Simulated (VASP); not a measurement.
PbF2 (Ni2In type): relaxation of cell and atoms with LDA

Crystal: PbF2 (Ni2In type).

```
Pb F
1.0
     4.30000    0.00000    0.00000
    -2.15000    3.72391    0.00000
     0.00000    0.00000    5.20000
Pb F
2 4
Direct
  0.33333 0.66667 0.25000
  0.66667 0.33333 0.75000
  0.00000 0.00000 0.00000
  0.00000 0.00000 0.50000
  0.33333 0.66667 0.75000
  0.66667 0.33333 0.25000
```

| Property | Result |
| --- | --- |
| Program | VASP 6.6.1 |
| Task | relaxation of cell and atoms |
| Functional | LDA |
| Potentials or basis | VASP PAW LDA potentials, release 64 (Pb_d, F) |
| Cutoff | 600 eV |
| k mesh | 9 × 9 × 6 |
| Occupations | gaussian, width 0.01 eV |
| Spin | no spin polarisation |
| Target pressure | 9 GPa |
| Dipole correction | no |
| Further INCAR settings | ALGO = Normal; EDIFF = 1e-06; IBRION = 2; EDIFFG = -0.003; NSW = 80; ISIF = 3 |

- Relaxed volume: 12.80 Å³/atom
- Relaxed cell: a = 4.085 Å, b = 4.085 Å, c = 5.312 Å, α = 90.00°, β = 90.00°, γ = 120.00°
- Space group after relaxing (to 0.1 Å): P6_3/mmc (No. 194)
- Energy change on relaxing (the run minimises the enthalpy): -3.2 meV/atom
- Ionic steps: 15
- Pressure after relaxing: 9.0 GPa
- Band gap on the k mesh: 4.04 eV (least direct gap 4.27 eV)

The path:
```
step  energy change (eV)  largest force (eV/Å)  pressure (GPa)  volume (Å³)
   1              0.0000                0.0000           -2.06        83.27
   2              0.3717                0.0000           18.53        72.20
   3              0.0823                0.0000           10.13        75.67
   4              0.0267                0.0000            9.66        76.13
   5             -0.0112                0.0000            9.40        76.64
   6             -0.0078                0.0000            9.41        76.58
   7             -0.0067                0.0000            9.42        76.56
   8             -0.0296                0.0000            8.61        76.97
   9             -0.0185                0.0000            9.00        76.77
  10             -0.0183                0.0000            9.00        76.76
  11             -0.0172                0.0000            9.05        76.74
  12             -0.0181                0.0000            9.03        76.76
  13             -0.0186                0.0000            9.02        76.77
  14             -0.0199                0.0000            8.99        76.79
  15             -0.0193                0.0000            9.01        76.78
```

Final structure:
```
CELL_PARAMETERS angstrom
4.08525 0.00000 0.00000
-2.04262 3.53793 0.00000
0.00000 0.00000 5.31217
ATOMIC_POSITIONS crystal
Pb 0.33333 0.66667 0.25000
Pb 0.66667 0.33333 0.75000
F 0.00000 0.00000 0.00000
F 0.00000 0.00000 0.50000
F 0.33333 0.66667 0.75000
F 0.66667 0.33333 0.25000
```

Levels at points of the mesh, in eV from the valence-band top:
```tsv
k point	band 25	band 26	band 27	band 28	band 29	band 30	band 31	band 32
(0.00, 0.00, 0.00)	-2.18	-2.18	-0.95	-0.95	4.61	6.15	6.15	8.83
(0.00, 0.00, 0.50)	-2.47	-2.47	-0.82	-0.82	5.44	5.44	7.12	7.12
```

Run time: 22 min on 1 thread of Oxide Virtual Turin-like Processor (shared host), peak memory 0.25 GiB.

Caveat: the cell is relaxed towards a set pressure, so the run minimises the enthalpy, not the energy; spin-orbit coupling is left out, which moves the levels of the heavy elements. A k mesh can miss the band edges.
